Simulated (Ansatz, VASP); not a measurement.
# Ta: VASP beside Ansatz

```
Ta
1.0
    -1.84203    1.65948    1.41056
     1.84203   -1.65948    1.41056
     1.84203    1.65948   -1.41056
Ta
1
Direct
  0.00000 0.00000 0.00000
```

Change from the starting cell: normal strain along x +0.1100, normal strain along z -0.1500.

Alike in both runs: task single point; functional PBE; k mesh 18 × 18 × 18; occupations gaussian, width 0.15 eV; no spin polarisation.

|  | VASP | Ansatz |
| --- | --- | --- |
| version | VASP 6.6.1 | Ansatz 0.2.0 |
| potentials or method | VASP PAW PBE potentials, release 64 (Ta_pv), cutoff 520 eV | scalar-relativistic, plane waves, PAW |
| valence electrons in the cell | 11 | 13 |

Ansatz gave:

| Property | Result |
| --- | --- |
| gap on the k mesh at the Fermi level (eV) | none |
| pressure (GPa) | 17.6 |
| traceless stress, the component that is largest in VASP (GPa) | 15.20 |

Estimate VASP's values.

gap on the k mesh at the Fermi level (eV): none; pressure (GPa): 17.8; traceless stress, the component that is largest in VASP (GPa): 15.23.

A gap of «none» marks a metal or a gap that the smearing closes. The functional is the same, so the differences come from potentials, cutoffs and numerics. VASP's potentials hold 11 valence electrons a cell and Ansatz's 13, so a difference there can come from the potentials and not from the codes.

Spin-orbit coupling is off throughout.
